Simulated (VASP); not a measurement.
A run of VASP 6.6.1 is set up as follows.

File POSCAR:

```
Sn
1.0
   -2.0291894110      2.0291894110      1.6607599896
    2.0291894110     -2.0291894110      1.6607599896
    2.0291894110      2.0291894110     -1.6607599896
Sn
1
Direct
    0.0000000000      0.0000000000      0.0000000000
```

File INCAR.step1:

```
SYSTEM = Sn
PREC = Accurate ; ENCUT = 520
ISMEAR = 0 ; SIGMA = 0.1
LREAL = .FALSE. ; LASPH = .TRUE.
NELM = 100 ; NBANDS = 13
GGA = PE ; ALGO = Normal
EDIFF = 1E-4 ; LWAVE = .TRUE.
LCHARG = .FALSE.
```

INCAR.step2

```
SYSTEM = Sn
PREC = Accurate ; ENCUT = 520
EDIFF = 1E-6 ; ISMEAR = 0
SIGMA = 0.1 ; LREAL = .FALSE.
LASPH = .TRUE. ; NELM = 100
ALGO = Normal ; ISIF = 2
LWAVE = .FALSE. ; LCHARG = .TRUE.
METAGGA = R2SCAN ; LMIXTAU = .TRUE.
LELF = .TRUE. ; LVHAR = .TRUE.
NBANDS = 13 ; ISTART = 1
```

Contents of KPOINTS:

```
Automatic mesh
0
G
  8 8 8
  0 0 0
```

Potentials or basis: VASP PAW PBE potentials, release 64 (Sn_d).

Run with:

```console
$ cat potpaw_PBE.64/Sn_d/POTCAR > POTCAR
$ cp INCAR.step1 INCAR
$ mpirun -np 1 vasp_std > vasp.out
$ cp INCAR.step2 INCAR
$ mpirun -np 1 vasp_std > vasp.out
```

Q: Estimate the band gap on the k mesh.

A: Zero (bands 7 and 8 overlap by 8.93 eV).

Q: Estimate the pressure.

A: -0.5 GPa.

Stress tensor (GPa, compression positive):
```
 0.17  0.00  0.00
 0.00  0.17  0.00
 0.00  0.00 -1.98
```

Caveat: the PAW data sets were made with another functional, which shifts forces and pressure a little; spin-orbit coupling is left out, which moves the levels of the heavy elements.
